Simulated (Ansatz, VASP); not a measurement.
Si in VASP and in Ansatz

File INCAR:

```
  PREC = Accurate
  ENCUT = 520
  EDIFF = 1E-7
  ISMEAR = 0
  SIGMA = 0.03
  LREAL = False
  LASPH = True
  NELM = 60
  ALGO = Normal
  ISIF = 2
  LWAVE = False
  LCHARG = False
  GGA = PS
  NBANDS = 16
```

KPOINTS

```
Automatic mesh
0
Gamma
  12 12 12
```

Contents of POSCAR:

```
Si
1.0
   -3.4275068763      3.4275068763      1.7545407700
    3.4275068763     -3.4275068763      1.7545407700
    3.4275068763      3.4275068763     -1.7545407700
Si
4
Direct
    0.1787304307      0.1787304307      0.3574608614
    0.8212695693      0.8212695693      0.6425391386
    0.1787304307      0.8212695693      0.0000000000
    0.8212695693      0.1787304307      0.0000000000
```

Input for Ansatz:

```yaml
crystal:
  lattice:
    - [-3.4275068763, 3.4275068763, 1.75454077]
    - [3.4275068763, -3.4275068763, 1.75454077]
    - [3.4275068763, 3.4275068763, -1.75454077]
  atoms:
    - { symbol: Si, position: [0.1787304307, 0.1787304307, 0.3574608614] }
    - { symbol: Si, position: [0.8212695693, 0.8212695693, 0.6425391386] }
    - { symbol: Si, position: [0.1787304307, 0.8212695693, 0.0] }
    - { symbol: Si, position: [0.8212695693, 0.1787304307, 0.0] }
basis:
  ecutwfc: 420
kpoints:
  mp_grid: { grid: [12, 12, 12] }
hamiltonian:
  xc: pbesol
  pseudopotentials: { kind: paw, azcp: { folder: soft_1 } }
scf:
  occupations: { method: gaussian, width: 0.03 }
output:
  forces: true
  stress: true
  eigenvalues: true
  write_density: true
  write_potential: true
  elf: true
  volumetric_format: npy
```

Alike in both runs: task single point; functional PBEsol; k mesh 12 × 12 × 12; occupations gaussian, width 0.03 eV; no spin polarisation.

```csv
,VASP,Ansatz
version,VASP 6.6.1,Ansatz 0.2.0
potentials or method,"VASP PAW PBE potentials, release 64 (Si), cutoff 520 eV","scalar-relativistic, plane waves, PAW"
valence electrons in the cell,16,16
```

|  | VASP | Ansatz | Ansatz less VASP |
| --- | --- | --- | --- |
| gap on the k mesh at the Fermi level (eV) | none | none | - |
| pressure (GPa) | 4.3 | 4.2 | -0.12 |
| traceless stress, the component that is largest in VASP (GPa) | 15.49 | 15.42 | -0.066 |
| rms of the force components (eV/Å) | 0.838 | 0.833 | -0.0048 |

VASP's potentials were made for PBE, not for PBEsol, and Ansatz warns of the same on its side. Atom by atom the forces differ by 0.005 eV/Å (rms over components). A gap of «none» marks a metal or a gap that the smearing closes. The functional is the same, so the differences come from potentials, cutoffs and numerics.
